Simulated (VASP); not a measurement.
# SnSe2 (P-3m1) in VASP: further runs

Runs on SnSe2. Level: PBE+D3(BJ). Tasks: single point.

Program: VASP 6.6.1. These are calculated values, not measurements. Logs are shortened: lines on timing, memory, paths and dates and some standing lists are left out, and cuts for length are marked.

## (1) The cell of the first run

It takes space group P-3m1 (No. 164, trigonal). The conventional cell has a = 3.792 Å, b = 3.792 Å, c = 6.984 Å, α = 90.00°, β = 90.00°, γ = 120.00°. Within 3.8 Å of Sn (site symmetry -3m) lie 6 Se at 2.87 Å and 6 Sn at 3.79 Å. Within 3.8 Å of Se (site symmetry 3m) lie 3 Sn at 2.87 Å and 6 Se at 3.79 Å.

## (2) Single point, PBE+D3(BJ)

INCAR

```
PREC = Accurate
ENCUT = 500
EDIFF = 1E-6
ISMEAR = 0
SIGMA = 0.03
LREAL = False
LASPH = True
NELM = 120
ALGO = Normal
ISIF = 2
LWAVE = False
LCHARG = True
GGA = PE
IVDW = 12
LELF = True
LVHAR = True
NBANDS = 20
GGA_COMPAT = False
```

KPOINTS

```
regular mesh
0
Gamma
  12 12 6
```

POSCAR

```
SnSe2
1.0
    3.7920000000      0.0000000000      0.0000000000
   -1.8960000000      3.2839683311      0.0000000000
    0.0000000000      0.0000000000      6.9835000000
Sn Se
1 2
Direct
    0.0000000000      0.0000000000      0.0000000000
    0.3333333333      0.6666666667      0.2651331237
    0.6666666667      0.3333333333      0.7348668763
```

Potentials or basis: VASP PAW PBE potentials, release 64 (Sn_d, Se).

Run with:

```console
> cat potpaw_PBE.64/Sn_d/POTCAR potpaw_PBE.64/Se/POTCAR > POTCAR
> mpirun -np 1 vasp_std > vasp.out
```

OUTCAR:

```text
PREC = Accurate
   ENCUT = 500
   EDIFF = 1E-6
   ISMEAR = 0
   LREAL = False
   LASPH = True
   NELM = 120
   ISIF = 2
   GGA = PE
   IVDW = 12
 IVDW          = 12

 ion  position               nearest neighbor table
   1  0.000  0.000  0.000-   2 2.87   3 2.87   2 2.87   3 2.87   3 2.87   2 2.87
   2  0.333  0.667  0.265-   1 2.87   1 2.87   1 2.87
   3  0.667  0.333  0.735-   1 2.87   1 2.87   1 2.87

  LATTYP: Found a hexagonal cell.
 ALAT       =     3.7920000000
 C/A-ratio  =     1.8416402954

  Lattice vectors:

 A1 = (   3.7920000000,   0.0000000000,   0.0000000000)
 A2 = (  -1.8960000000,   3.2839683311,   0.0000000000)
 A3 = (   0.0000000000,   0.0000000000,   6.9835000000)

Analysis of symmetry for initial positions (statically):
=====================================================================
 Subroutine PRICEL returns:
 Original cell was already a primitive cell.

 Routine SETGRP: Setting up the symmetry group for a
 hexagonal supercell.

 Subroutine GETGRP returns: Found 12 space group operations
 (whereof 12 operations were pure point group operations)
 out of a pool of 24 trial point group operations.

The static configuration has the point symmetry D_3d.

Analysis of symmetry for dynamics (positions and initial velocities):
=====================================================================
 Subroutine PRICEL returns:
 Original cell was already a primitive cell.

 Routine SETGRP: Setting up the symmetry group for a
 hexagonal supercell.

 Subroutine GETGRP returns: Found 12 space group operations
 (whereof 12 operations were pure point group operations)
 out of a pool of 24 trial point group operations.

The dynamic configuration has the point symmetry D_3d.

 Subroutine INISYM returns: Found 12 space group operations
 (whereof 12 operations are pure point group operations),
 and found     1 'primitive' translations

----------------------------------------------------------------------------------------

                                     Primitive cell

  volume of cell :      86.9642

  direct lattice vectors                    reciprocal lattice vectors
     3.792000000  0.000000000  0.000000000     0.263713080  0.152254818  0.000000000
    -1.896000000  3.283968331  0.000000000     0.000000000  0.304509636  0.000000000
     0.000000000  0.000000000  6.983500000     0.000000000  0.000000000  0.143194673

  length of vectors
     3.792000000  3.792000000  6.983500000     0.304509636  0.304509636  0.143194673

  position of ions in fractional coordinates (direct lattice)
     0.000000000  0.000000000  0.000000000
     0.333333333  0.666666667  0.265133124
[... 80 lines left out ...]
   LREAL  =      F    real-space projection
   EDIFFG = 0.1E-04   stopping-criterion for IOM
   NSW    =      0    number of steps for IOM
   IBRION =     -1    ionic relax: 0-MD 1-quasi-New 2-CG
   NFREE  =      0    steps in history (QN), initial steepest desc. (CG)
   ISIF   =      2    stress and relaxation
   ISYM   =      2    0-nonsym 1-usesym 2-fastsym
   POTIM  = 0.5000    time-step for ionic-motion
   TEBEG  =    0.0;   TEEND  =   0.0 temperature during run
   PSTRESS=    0.0 pullay stress
   NELECT =      26.0000    total number of electrons
   NUPDOWN=      -1.0000    fix difference up-down
   EMIN   =  10.00;   EMAX   =-10.00  energy-range for DOS
   EFERMI =   0.00;   METHOD = LEGACY
   ISMEAR =     0;   SIGMA  =   0.03  broadening in eV -4-tet -1-fermi 0-gaus
   EFERMI_NEDOS =   21; number of points for ismear=-14 and -15
   IALGO  =     38    algorithm
   IMIX   =      4    mixing-type and parameters
     AMIX     =   0.40;   BMIX     =  1.00
     AMIX_MAG =   1.60;   BMIX_MAG =  1.00
  volume/ion in A,a.u.               =      28.99       195.62
  Fermi-wavevector in a.u.,A,eV,Ry     =   1.094677  2.068639 16.304088  1.198317
  Thomas-Fermi vector in A             =   2.230986
   LORBIT       =      0    0 simple, 1 ext, 2 COOP (PROOUT), +10 PAW based schemes
   GGA     = PE    functional components
   LHFCALC =     F    Hartree Fock is set to
   AEXX    =    0.0000 exact exchange contribution
   IVDW    =    12    specifies the selected vdW correction
   LEPSILON=     F    determine dielectric tensor
   LRPA    =     F    only Hartree local field effects (RPA)
 non-spin polarized calculation
 Gauss-broadening in eV      SIGMA  =   0.03
  energy-cutoff  :      500.00
  volume of cell :       86.96
 maximum number of plane-waves:      2222
   NGX = 13   NGY = 13   NGZ = 25

 number of electron      25.9999995 magnetization

 Free energy of the ion-electron system (eV)
  ---------------------------------------------------
  ext. energy  EPLUGINS =         0.00000000
  ---------------------------------------------------
  free energy    TOTEN  =       -11.41911453 eV

  energy without entropy =      -11.41859501  energy(sigma->0) =      -11.41885477

 E-fermi :   3.3774     XC(G=0):  -9.0109

 val. band max:        3.3714167595   @ k =   0.0833  -0.0000   0.0000
 cond. band min:       3.3966992262   @ k =   0.0000   0.0000   0.3333
 fundamental gap:      0.0252824667
 Fermi energy:         3.3773869721

 k-point     1 :       0.0000    0.0000    0.0000
  band No.  band energies     occupation
      1     -18.1548      2.00000
      2     -18.1548      2.00000
      3     -18.0942      2.00000
      4     -18.0847      2.00000
      5     -18.0847      2.00000
      6     -10.0010      2.00000
[... 541 lines left out ...]
     19      11.2166      0.00000
     20      11.6802      0.00000

 [... further k-points ...]

------------------------ aborting loop because EDIFF is reached ----------------------------------------

 Edisp (eV)   -0.95814

 E8    (eV) :    -0.4195

  FORCE on cell =-STRESS in cart. coord.  units (eV):
  Direction    XX          YY          ZZ          XY          YZ          ZX
  --------------------------------------------------------------------------------------
  -------------------------------------------------------------------------------------
  Total      -1.28164    -1.28164    -7.07120    -0.00000     0.00000     0.00000
  in kB     -23.61211   -23.61211  -130.27574    -0.00000     0.00000     0.00000
  external pressure =      -59.17 kB  Pullay stress =        0.00 kB

 VOLUME and BASIS-vectors are now :
 -----------------------------------------------------------------------------
  energy-cutoff  :      500.00
  volume of cell :       86.96
      direct lattice vectors                 reciprocal lattice vectors
     3.792000000  0.000000000  0.000000000     0.263713080  0.152254818  0.000000000
    -1.896000000  3.283968331  0.000000000     0.000000000  0.304509636  0.000000000
     0.000000000  0.000000000  6.983500000     0.000000000  0.000000000  0.143194673

 POSITION                                       TOTAL-FORCE (eV/Angst)
 -----------------------------------------------------------------------------------
      0.00000      0.00000      0.00000         0.000000      0.000000      0.000000
     -0.00000      2.18931      1.85156        -0.000000     -0.000000     -1.628134
      1.89600      1.09466      5.13194         0.000000      0.000000      1.628134
 -----------------------------------------------------------------------------------
    total drift:                               -0.000000      0.000000      0.000000

  FREE ENERGIE OF THE ION-ELECTRON SYSTEM (eV)
  ---------------------------------------------------
  free  energy   TOTEN  =       -12.3772573170 eV

  energy  without entropy=      -12.3767377927  energy(sigma->0) =      -12.37699755
```

OSZICAR:

```text
N       E                     dE             d eps       ncg     rms          rms(c)
DAV:   1     0.197559569957E+03    0.19756E+03   -0.11782E+04  4084   0.138E+03
DAV:   2     0.107794298226E+02   -0.18678E+03   -0.18024E+03  4328   0.358E+02
DAV:   3    -0.109160749280E+02   -0.21696E+02   -0.21222E+02  4960   0.110E+02
DAV:   4    -0.116471420134E+02   -0.73107E+00   -0.72847E+00  4716   0.215E+01
DAV:   5    -0.116663360856E+02   -0.19194E-01   -0.19192E-01  5560   0.365E+00    0.406E+00
DAV:   6    -0.114304757334E+02    0.23586E+00   -0.70255E-01  5604   0.689E+00    0.251E+00
DAV:   7    -0.114192664210E+02    0.11209E-01   -0.95090E-02  4496   0.166E+00    0.103E+00
DAV:   8    -0.114187154802E+02    0.55094E-03   -0.12712E-02  4816   0.703E-01    0.209E-01
DAV:   9    -0.114190720191E+02   -0.35654E-03   -0.18587E-03  4652   0.268E-01    0.632E-02
DAV:  10    -0.114191000250E+02   -0.28006E-04   -0.18960E-04  4716   0.887E-02    0.296E-02
DAV:  11    -0.114191101304E+02   -0.10105E-04   -0.27562E-05  4816   0.404E-02    0.666E-03
DAV:  12    -0.114191140612E+02   -0.39309E-05   -0.41821E-06  4520   0.114E-02    0.346E-03
DAV:  13    -0.114191145309E+02   -0.46967E-06   -0.59242E-07  3528   0.503E-03
   1 F= -.12377257E+02 E0= -.12376998E+02  d E =-.519524E-03
```

Run time: 61 s. Hardware: 1 thread of Intel Xeon 6975P-C (Granite Rapids), shared host; peak memory 0.3 GiB.

Results:

| Property | Result |
| --- | --- |
| Free energy | -12.3773 eV |
| Pressure | -5.9 GPa |
| Largest force | 1.628 eV/Å |
| Band gap on the k mesh | zero (band 13 reaches 3.42 eV, above the bottom of band 14 at 3.02 eV) |
| Dispersion energy per atom | -0.319 eV |

Forces on the atoms (eV/Å):
```
Sn   0.000  0.000  0.000
Se   0.000  0.000 -1.628
Se   0.000  0.000  1.628
```

Levels at points of the mesh, in eV from the Fermi level:
```
           k point  band 10  band 11  band 12  band 13  band 14  band 15  band 16  band 17
(0.00, 0.00, 0.00)    -0.22    -0.22    -0.08    -0.08     0.28     3.49     4.53     4.53
(0.50, 0.00, 0.00)    -3.21    -1.89    -1.82    -0.43     0.46     3.07     4.35     4.52
(0.00, 0.00, 0.50)    -0.31    -0.31     0.04     0.04     1.92     3.12     4.40     4.40
(0.50, 0.00, 0.50)    -2.58    -1.67    -1.33    -0.70    -0.36     2.74     4.15     4.78
```

Caveat: spin-orbit coupling is left out, which moves the levels of the heavy elements; forces of over 1 eV/Å act on the atoms, so gaps and moduli don't describe the material at rest.

## (3) Single point, PBE+D3(BJ)

This run uses another cell than the first one, of 19.07 Å³/atom, 0.658 times its volume.

INCAR

```
PREC = Accurate
ENCUT = 500
EDIFF = 1E-6
ISMEAR = 0
SIGMA = 0.03
LREAL = F
LASPH = T
NELM = 120
ALGO = Normal
ISIF = 2
LWAVE = F
LCHARG = F
GGA = PE
IVDW = 12
NBANDS = 20
GGA_COMPAT = F
```

KPOINTS

```
Automatic mesh
0
Gamma
  12 12 6
```

POSCAR

```
SnSe2
1.0
    3.7440000000      0.0000000000      0.0000000000
   -1.8720000000      3.2423991118      0.0000000000
    0.0000000000      0.0000000000      4.7118000000
Sn Se
1 2
Direct
    0.0000000000      0.0000000000      0.0000000000
    0.3333333333      0.6666666667      0.2651331237
    0.6666666667      0.3333333333      0.7348668763
```

Potentials or basis: VASP PAW PBE potentials, release 64 (Sn_d, Se).

Run with:

```console
> cat potpaw_PBE.64/Sn_d/POTCAR potpaw_PBE.64/Se/POTCAR > POTCAR
> mpirun -np 1 vasp_std > vasp.out
```

It took 40 s on 1 thread of Intel Xeon 6975P-C (Granite Rapids), shared host; peak memory 0.25 GiB.

It converged, with:

```yaml
Free_energy: -10.8997 eV
Pressure: 37.3 GPa
Largest_force: 3.737 eV/Å
Band_gap_on_the_k_mesh: zero (band 13 reaches 9.41 eV, above the bottom of band 14 at 9.09 eV)
Dispersion_energy_per_atom: -0.493 eV
```

Forces in eV/Å, atoms in the order of the input:
```
Sn   0.000  0.000  0.000
Se   0.000  0.000  3.737
Se   0.000  0.000 -3.737
```

Stress tensor (GPa, compression positive):
```
36.67  0.00  0.00
 0.00 36.67  0.00
 0.00  0.00 38.66
```

Levels at points of the mesh, in eV from the Fermi level:
```
           k point  band 11  band 12  band 13  band 14  band 15  band 16
(0.00, 0.00, 0.00)    -2.96    -2.96    -0.09     0.41     0.61     3.67
(0.50, 0.00, 0.00)    -5.16    -3.14    -1.21     0.03     2.94     4.19
(0.00, 0.00, 0.50)    -3.29    -2.21    -2.21     1.32     1.62     2.19
(0.50, 0.00, 0.50)    -3.07    -2.92    -2.76     1.74     3.39     5.47
```

Caveat: spin-orbit coupling is left out, which moves the levels of the heavy elements; pairwise dispersion overbinds metals, which lowers pressure and volume; forces of over 1 eV/Å act on the atoms, so gaps and moduli don't describe the material at rest.

## (4) Single point, PBE+D3(BJ)

This run uses another cell than the first one, of 29.57 Å³/atom, 1.020 times its volume.

INCAR

```
SYSTEM = SnSe2
PREC = Accurate
ENCUT = 500
EDIFF = 1E-6
ISMEAR = 0
SIGMA = 0.03
LREAL = .FALSE.
LASPH = .TRUE.
NELM = 120
ALGO = Normal
ISIF = 2
LWAVE = .FALSE.
LCHARG = .FALSE.
GGA = PE
IVDW = 12
NBANDS = 20
GGA_COMPAT = .FALSE.
```

KPOINTS

```
Automatic mesh
0
G
  12 12 6
  0 0 0
```

Edit POSCAR of step 3 so:

```diff
@@ -4,3 +4,3 @@
    -1.8720000000      3.2423991118      0.0000000000
-    0.0000000000      0.0000000000      4.7118000000
+    0.0000000000      0.0000000000      7.3081000000
 Sn Se
```

Run with:

```console
> cat potpaw_PBE.64/Sn_d/POTCAR potpaw_PBE.64/Se/POTCAR > POTCAR
> mpirun -np 1 vasp_std > vasp.out
```

It took 62 s on 1 thread of Intel Xeon 6975P-C (Granite Rapids), shared host; peak memory 0.31 GiB.

Results (log left out):

```
Free energy                : -12.0554 eV
Pressure                   : -6.2 GPa
Largest force              : 1.845 eV/Å
Band gap on the k mesh     : zero (band 13 reaches 3.43 eV, above the bottom of band 14 at 2.68 eV)
Dispersion energy per atom : -0.313 eV
```

Forces on the atoms (eV/Å):
```
Sn   0.000  0.000  0.000
Se   0.000  0.000 -1.845
Se   0.000  0.000  1.845
```

Stress tensor (GPa, compression positive):
```
 -1.66   0.00   0.00
  0.00  -1.66   0.00
  0.00   0.00 -15.15
```

Levels at points of the mesh, in eV from the Fermi level:
```csv
k point,band 11,band 12,band 13,band 14,band 15,band 16
"(0.00, 0.00, 0.00)",-0.04,0.09,0.09,0.11,3.72,4.68
"(0.50, 0.00, 0.00)",-2.02,-1.58,-0.41,0.23,2.82,4.03
"(0.00, 0.00, 0.50)",-0.11,0.18,0.18,1.70,3.28,4.60
"(0.50, 0.00, 0.50)",-1.50,-1.47,-0.61,-0.57,2.35,4.07
```

Caveat: spin-orbit coupling is left out, which moves the levels of the heavy elements; forces of over 1 eV/Å act on the atoms, so gaps and moduli don't describe the material at rest.

## (5) Summary

```csv
cell,gap on the mesh (eV),pressure (GPa),largest force (eV/Å)
"a = 3.792, b = 3.792, c = 6.984 Å, angles 90.0, 90.0, 120.0°, 3 atoms",none,-5.9,1.63
"a = 3.744, b = 3.744, c = 4.712 Å, angles 90.0, 90.0, 120.0°, 3 atoms",none,37.3,3.74
"a = 3.744, b = 3.744, c = 7.308 Å, angles 90.0, 90.0, 120.0°, 3 atoms",none,-6.2,1.85
```

Alike in all rows: task single point; level PBE+D3(BJ); potentials or basis VASP PAW PBE potentials, release 64 (Sn_d, Se); no spin polarisation; k mesh 12 × 12 × 6; cutoff (eV) 500; smearing gaussian 0.03 eV.

Caveats: spin-orbit coupling is left out, which moves the levels of the heavy elements; forces of over 1 eV/Å act on the atoms, so gaps and moduli don't describe the material at rest; pairwise dispersion overbinds metals, which lowers pressure and volume (some runs).

Absolute energies hang on the potentials; compare differences alone.
